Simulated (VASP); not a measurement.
Wanted: the native input for a VASP 6.6.1 run.

| Quantity | Value |
| --- | --- |
| Task | single point |
| Functional | PBE |
| Potentials or basis | VASP PAW PBE potentials, release 64 (W_sv, C) |
| Cutoff | 520 eV |
| k mesh | 3 × 3 × 3 |
| Occupations | fermi-dirac, width 0.36 eV |
| Spin | no spin polarisation |
| Dipole correction | no |
| Further INCAR settings | LREAL = Auto; ALGO = Normal; EDIFF = 1e-06; NBANDS = 86 |

The structure of WC lies in POSCAR:

```
WC
1.0
   -2.9936370000     -5.1851310000      0.0000000000
    4.4904550000     -2.5925650000      0.0000000000
    0.0000000000      0.0000000000      5.8758830000
W C
8 8
Direct
    0.7477336069      0.5262368717      0.0229582516
    0.7764629035      0.5107830002      0.4758093379
    0.4880582503     -0.0026791859      0.0062288511
    0.5316432106     -0.0427914797      0.4914155030
    0.2368644378      0.4713968061      0.0130703760
    0.2570999376      0.5198724597      0.5186284342
    0.0154847338     -0.0438138959      0.0100240253
   -0.0047204079      0.0309253321      0.5114805724
    0.5015650959      0.6045052960      0.2529151789
    0.4606263439      0.6933257468      0.8318068961
    0.2239498938      0.1420178330      0.2557062487
    0.2131125812      0.1732968504      0.7831503793
   -0.0044772712      0.6727373229      0.2374111261
   -0.0101924810      0.6973207418      0.7579626756
    0.7729337893      0.1527202010      0.2669726405
    0.7452690273      0.1397775805      0.7407907884
```

One way to write it, as run:

INCAR

```
SYSTEM = WC
PREC = Accurate ; ENCUT = 520
EDIFF = 1E-6 ; ISMEAR = -1
SIGMA = 0.36 ; LREAL = Auto
LASPH = .TRUE. ; NELM = 100
ALGO = Normal ; ISIF = 2
LWAVE = .FALSE. ; LCHARG = .FALSE.
GGA = PE ; NBANDS = 86
```

KPOINTS

```
Automatic mesh
0
G
  3 3 3
  0 0 0
```

Potentials or basis: VASP PAW PBE potentials, release 64 (W_sv, C).

Run with:

```console
$ cat potpaw_PBE.64/W_sv/POTCAR potpaw_PBE.64/C/POTCAR > POTCAR
$ mpirun -np 1 vasp_std > vasp.out
```

It gave:

- Pressure: -4.6 GPa
- Largest force: 7.015 eV/Å
- Band gap on the k mesh: zero (bands 72 and 73 overlap by 0.29 eV)

Caveat: the k points lie up to 0.40 Å⁻¹ apart; the atoms stand as in a frame of molecular dynamics; so wide a smearing shifts energies and pressures; spin-orbit coupling is left out, which moves the levels of the heavy elements; forces of over 1 eV/Å act on the atoms, so gaps and moduli don't describe the material at rest.

It took 8.6 min on 1 thread of Intel(R) Xeon(R) Platinum 8375C CPU @ 2.90GHz (Ice Lake) (shared host), peak memory 0.37 GiB.
